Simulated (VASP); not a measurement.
# GaSb3 (C2/m) in VASP: single point with PBEsol

Aim: the single point of GaSb3 with PBEsol.

Program: VASP 6.6.1. These are calculated values, not measurements. Logs are shortened: lines on timing, memory, paths and dates and some standing lists are left out, and cuts for length are marked.

### 1 The cell of the first run

It takes space group C2/m (No. 12, monoclinic). The conventional cell has a = 7.294 Å, b = 7.293 Å, c = 5.184 Å, α = 90.00°, β = 133.19°, γ = 90.00°. Ga (site symmetry 2/m) has 14 Sb at 3.17 to 3.78 Å within 4.2 Å. Within 4.2 Å of Sb (site symmetry 2) lie 4 Ga at 3.17 to 3.23 Å and 10 Sb at 3.17 to 3.78 Å. Within 4.2 Å of Sb (site symmetry 2/m) lie 8 Sb at 3.17 to 3.23 Å and 6 Ga at 3.65 to 3.78 Å.

### 2 Single point, PBEsol (engineering shear strain xz -0.0267, normal strain along z +0.0367)

Contents of INCAR:

```
SYSTEM = GaSb3
PREC = Accurate
ENCUT = 520
EDIFF = 1E-6
ISMEAR = 0
SIGMA = 0.15
LREAL = .FALSE.
LASPH = .TRUE.
NELM = 80
ALGO = Normal
ISIF = 2
LWAVE = .FALSE.
LCHARG = .TRUE.
GGA = PS
LELF = .TRUE.
LVHAR = .TRUE.
NBANDS = 22
```

Contents of KPOINTS:

```
Automatic mesh
0
G
  10 10 10
  0 0 0
```

Contents of POSCAR:

```
GaSb3
1.0
   -0.0486830498      3.6466703981      3.7805032017
    3.5979873483      0.0000000000      3.7318201519
    3.6466703981      3.6466703981     -0.0486830498
Ga Sb
1 3
Direct
    0.0000000000      0.0000000000      0.0000000000
    0.2500000000      0.2500000000      0.2500000000
    0.7500000000      0.7500000000      0.7500000000
    0.5000000000      0.5000000000      0.5000000000
```

Potentials or basis: VASP PAW PBE potentials, release 64 (Ga_d, Sb).

On the command line:

```
$ cat potpaw_PBE.64/Ga_d/POTCAR potpaw_PBE.64/Sb/POTCAR > POTCAR
$ mpirun -np 1 vasp_std > vasp.out
```

OUTCAR:

```text
SYSTEM = GaSb3
   PREC = Accurate
   ENCUT = 520
   EDIFF = 1E-6
   ISMEAR = 0
   LREAL = .FALSE.
   LASPH = .TRUE.
   NELM = 80
   ISIF = 2
   GGA = PS

 ion  position               nearest neighbor table
   1  0.000  0.000  0.000-   3 3.17   2 3.17   3 3.17   2 3.17   3 3.23   2 3.23   3 3.23   2 3.23

   2  0.250  0.250  0.250-   1 3.17   1 3.17   4 3.17   4 3.17   1 3.23   4 3.23   1 3.23   4 3.23
                             3 3.65   3 3.65   3 3.65   3 3.65   3 3.78   3 3.78
   3  0.750  0.750  0.750-   4 3.17   1 3.17   4 3.17   1 3.17   4 3.23   1 3.23   4 3.23   1 3.23
                             2 3.65   2 3.65   2 3.65   2 3.65   2 3.78   2 3.78
   4  0.500  0.500  0.500-   2 3.17   2 3.17   3 3.17   3 3.17   2 3.23   3 3.23   2 3.23   3 3.23

  LATTYP: Found a base centered monoclinic cell.
 ALAT       =     7.2939906860
 B/A-ratio  =     0.9999109007
 C/A-ratio  =     0.7106974340
 COS(beta)  =    -0.6844086199

  Lattice vectors:

 A1 = (  -3.6466703981,   3.6466703981,   0.0486830498)
 A2 = (  -3.6466703981,  -3.6466703981,   0.0486830498)
 A3 = (   3.5979873483,   0.0000000000,   3.7318201519)

Analysis of symmetry for initial positions (statically):
=====================================================================
 Subroutine PRICEL returns:
 Original cell was already a primitive cell.

 Routine SETGRP: Setting up the symmetry group for a
 base centered monoclinic supercell.

 Subroutine GETGRP returns: Found  4 space group operations
 (whereof  4 operations were pure point group operations)
 out of a pool of  4 trial point group operations.

The static configuration has the point symmetry C_2h.

Analysis of symmetry for dynamics (positions and initial velocities):
=====================================================================
 Subroutine PRICEL returns:
 Original cell was already a primitive cell.

 Routine SETGRP: Setting up the symmetry group for a
 base centered monoclinic supercell.

 Subroutine GETGRP returns: Found  4 space group operations
 (whereof  4 operations were pure point group operations)
 out of a pool of  4 trial point group operations.

The dynamic configuration has the point symmetry C_2h.

 Subroutine INISYM returns: Found  4 space group operations
 (whereof  4 operations are pure point group operations),
 and found     1 'primitive' translations

----------------------------------------------------------------------------------------

                                     Primitive cell

  volume of cell :     100.5305

  direct lattice vectors                    reciprocal lattice vectors
    -0.048683050  3.646670398  3.780503202    -0.135369011  0.137111377  0.130514325
     3.597987348  0.000000000  3.731820152     0.138900894 -0.137111377  0.134046208
     3.646670398  3.646670398 -0.048683050     0.135369011  0.137111377 -0.130514325

  length of vectors
     5.252882969  5.183820464  5.157400510     0.232719333  0.236772832  0.232719333

  position of ions in fractional coordinates (direct lattice)
     0.000000000  0.000000000  0.000000000
     0.250000000  0.250000000  0.250000000
     0.750000000  0.750000000  0.750000000
     0.500000000  0.500000000  0.500000000

  ion indices of the primitive-cell ions
   primitive index   ion index
                 1           1
                 2           2
                 3           3
                 4           4

----------------------------------------------------------------------------------------

 KPOINTS: Automatic mesh

Automatic generation of k-mesh.
 Grid dimensions read from file:
 generate k-points for:   10   10   10

 Generating k-lattice:

  Cartesian coordinates                     Fractional coordinates (reciprocal lattice)
    -0.013536901  0.013711138  0.013051433     0.100000000  0.000000000  0.000000000
     0.013890089 -0.013711138  0.013404621    -0.000000000  0.100000000  0.000000000
     0.013536901  0.013711138 -0.013051433     0.000000000  0.000000000  0.100000000

  Length of vectors
     0.023271933  0.023677283  0.023271933

  Shift w.r.t. Gamma in fractional coordinates (k-lattice)
     0.000000000  0.000000000  0.000000000

 Subroutine IBZKPT returns following result:
 ===========================================

 Found    282 irreducible k-points:

 Following reciprocal coordinates:
            Coordinates               Weight
  0.000000  0.000000  0.000000      1.000000
  0.100000  0.000000 -0.000000      4.000000
  0.200000  0.000000 -0.000000      4.000000
  0.300000  0.000000 -0.000000      4.000000
  0.400000  0.000000  0.000000      4.000000
  0.500000  0.000000  0.000000      2.000000
[... 16 lines left out ...]
 -0.400000  0.200000 -0.000000      4.000000
 -0.300000  0.200000  0.000000      4.000000
 [... further k-points ...]
   k-points           NKPTS =    282   k-points in BZ     NKDIM =    282   number of bands    NBANDS=     22
   number of dos      NEDOS =    301   number of ions     NIONS =      4
   total plane-waves  NPLWV =  64000
   dimension x,y,z NGX =    40 NGY =   40 NGZ =   40
   dimension x,y,z NGXF=    80 NGYF=   80 NGZF=   80
   ions per type =               1   3
   NGX,Y,Z   is equivalent  to a cutoff of  12.66, 12.83, 12.89 a.u.
   NGXF,Y,Z  is equivalent  to a cutoff of  25.32, 25.66, 25.79 a.u.
 SYSTEM =  GaSb3
   PREC   = accura    normal or accurate (medium, high low for compatibility)
   ISTART =      0    job   : 0-new  1-cont  2-samecut
   ICHARG =      2    charge: 1-file 2-atom 10-const
   ISPIN  =      1    spin polarized calculation?
   LNONCOLLINEAR =      F non collinear calculations
   LSORBIT =      F    spin-orbit coupling
   LASPH  =      T    aspherical Exc in radial PAW
   ENCUT  =  520.0 eV  38.22 Ry    6.18 a.u.   9.77  9.64  9.59*2*pi/ulx,y,z
   NELM   =     80;   NELMIN=  2; NELMDL= -5     # of ELM steps
   EDIFF  = 0.1E-05   stopping-criterion for ELM
   LREAL  =      F    real-space projection
   EDIFFG = 0.1E-04   stopping-criterion for IOM
   NSW    =      0    number of steps for IOM
   IBRION =     -1    ionic relax: 0-MD 1-quasi-New 2-CG
   NFREE  =      0    steps in history (QN), initial steepest desc. (CG)
   ISIF   =      2    stress and relaxation
   ISYM   =      2    0-nonsym 1-usesym 2-fastsym
   POTIM  = 0.5000    time-step for ionic-motion
   TEBEG  =    0.0;   TEEND  =   0.0 temperature during run
   PSTRESS=    0.0 pullay stress
   NELECT =      28.0000    total number of electrons
   NUPDOWN=      -1.0000    fix difference up-down
   EMIN   =  10.00;   EMAX   =-10.00  energy-range for DOS
   EFERMI =   0.00;   METHOD = LEGACY
   ISMEAR =     0;   SIGMA  =   0.15  broadening in eV -4-tet -1-fermi 0-gaus
   EFERMI_NEDOS =   21; number of points for ismear=-14 and -15
   IALGO  =     38    algorithm
   IMIX   =      4    mixing-type and parameters
     AMIX     =   0.40;   BMIX     =  1.00
     AMIX_MAG =   1.60;   BMIX_MAG =  1.00
  volume/ion in A,a.u.               =      25.13       169.60
  Fermi-wavevector in a.u.,A,eV,Ry     =   1.069124  2.020352 15.551822  1.143027
  Thomas-Fermi vector in A             =   2.204794
   LORBIT       =      0    0 simple, 1 ext, 2 COOP (PROOUT), +10 PAW based schemes
   GGA     = PS    functional components
   LHFCALC =     F    Hartree Fock is set to
   AEXX    =    0.0000 exact exchange contribution
   IVDW    =     0    specifies the selected vdW correction
   LEPSILON=     F    determine dielectric tensor
   LRPA    =     F    only Hartree local field effects (RPA)
 non-spin polarized calculation
 Gauss-broadening in eV      SIGMA  =   0.15
  energy-cutoff  :      520.00
  volume of cell :      100.53
 maximum number of plane-waves:      2738
   NGX = 19   NGY = 19   NGZ = 19

 number of electron      28.0000002 magnetization

 Free energy of the ion-electron system (eV)
  ---------------------------------------------------
  ext. energy  EPLUGINS =         0.00000000
  ---------------------------------------------------
  free energy    TOTEN  =       -16.36638176 eV

  energy without entropy =      -16.33924543  energy(sigma->0) =      -16.35281359

 E-fermi :   7.6767     XC(G=0): -10.4420

 val. band max:        7.6758706733   @ k =  -0.3000  -0.1000   0.2000
 cond. band min:       7.6797700655   @ k =   0.1000   0.4000   0.1000
 fundamental gap:      0.0038993922
 Fermi energy:         7.6767245231

 k-point     1 :       0.0000    0.0000    0.0000
  band No.  band energies     occupation
      1      -7.0590      2.00000
      2      -7.0563      2.00000
      3      -7.0561      2.00000
      4      -7.0448      2.00000
      5      -7.0405      2.00000
      6      -4.9930      2.00000
[... 14 lines left out ...]
     21      14.3821      0.00000
     22      14.7508      0.00000

 k-point     2 :       0.1000    0.0000   -0.0000
  band No.  band energies     occupation
      1      -7.0588      2.00000
      2      -7.0567      2.00000
      3      -7.0559      2.00000
      4      -7.0449      2.00000
      5      -7.0405      2.00000
      6      -4.9153      2.00000
[... 14 lines left out ...]
     21      13.7456      0.00000
     22      14.4535      0.00000

 k-point     3 :       0.2000    0.0000   -0.0000
  band No.  band energies     occupation
      1      -7.0591      2.00000
      2      -7.0572      2.00000
      3      -7.0553      2.00000
      4      -7.0453      2.00000
      5      -7.0406      2.00000
      6      -4.6836      2.00000
[... 14 lines left out ...]
     21      12.4993      0.00000
     22      13.6989      0.00000
[... 476 lines left out ...]
 k-point    23 :      -0.4000    0.2000   -0.0000
  band No.  band energies     occupation
      1      -7.0613      2.00000
      2      -7.0581      2.00000
      3      -7.0529      2.00000
      4      -7.0458      2.00000
      5      -7.0420      2.00000
      6      -3.2032      2.00000
[... 14 lines left out ...]
     21      12.7398      0.00000
     22      15.8411      0.00000

 k-point    24 :      -0.3000    0.2000    0.0000
  band No.  band energies     occupation
      1      -7.0602      2.00000
      2      -7.0588      2.00000
      3      -7.0534      2.00000
      4      -7.0461      2.00000
      5      -7.0413      2.00000
      6      -3.6709      2.00000
[... 14 lines left out ...]
     21      12.9617      0.00000
     22      14.9718      0.00000

 [... further k-points ...]
[... 5 lines left out ...]
  --------------------------------------------------------------------------------------
  -------------------------------------------------------------------------------------
  Total       -0.9653306     -0.9469842     -1.7228785      0.0000000      0.0000000      0.5552398
  in kB      -15.3846874    -15.0922979    -27.4578972      0.0000000      0.0000000      8.8489806
  external PRESSURE =     -19.3116275 kB  Pullay stress =       0.0000000 kB

 VOLUME and BASIS-vectors are now :
 -----------------------------------------------------------------------------
  energy-cutoff  :      520.00
  volume of cell :      100.53
      direct lattice vectors                 reciprocal lattice vectors
    -0.048683050  3.646670398  3.780503202    -0.135369011  0.137111377  0.130514325
     3.597987348  0.000000000  3.731820152     0.138900894 -0.137111377  0.134046208
     3.646670398  3.646670398 -0.048683050     0.135369011  0.137111377 -0.130514325

 POSITION                                       TOTAL-FORCE (eV/Angst)
 -----------------------------------------------------------------------------------
      0.00000      0.00000      0.00000         0.000000     -0.000000     -0.000000
      1.79899      1.82334      1.86591         0.000000     -0.043844     -0.000000
      5.39698      5.47001      5.59773        -0.000000      0.043844      0.000000
      3.59799      3.64667      3.73182        -0.000000     -0.000000     -0.000000
 -----------------------------------------------------------------------------------
    total drift:                               -0.000000      0.000000      0.000000

  FREE ENERGIE OF THE ION-ELECTRON SYSTEM (eV)
  ---------------------------------------------------
  free  energy   TOTEN  =       -16.3663817553 eV

  energy  without entropy=      -16.3392454329  energy(sigma->0) =      -16.35281359
```

Run time: 5.2 min. Hardware: 1 thread of AMD EPYC 9R45 (Zen 5), shared host; peak memory 0.65 GiB.

Results:

* Free energy: -16.3664 eV
* Pressure: -1.9 GPa
* Largest force: 0.044 eV/Å
* Band gap on the k mesh: zero (band 14 reaches 9.32 eV, above the bottom of band 15 at 5.26 eV)

Forces in eV/Å, atoms in the order of the input:
```
Ga   0.000  0.000  0.000
Sb   0.000 -0.044  0.000
Sb   0.000  0.044  0.000
Sb   0.000  0.000  0.000
```

Caveat: the cell differs from its parent crystal (engineering shear strain xz -0.0267, normal strain along z +0.0367); the PAW data sets were made with another functional, which shifts forces and pressure a little; spin-orbit coupling is left out, which moves the levels of the heavy elements.
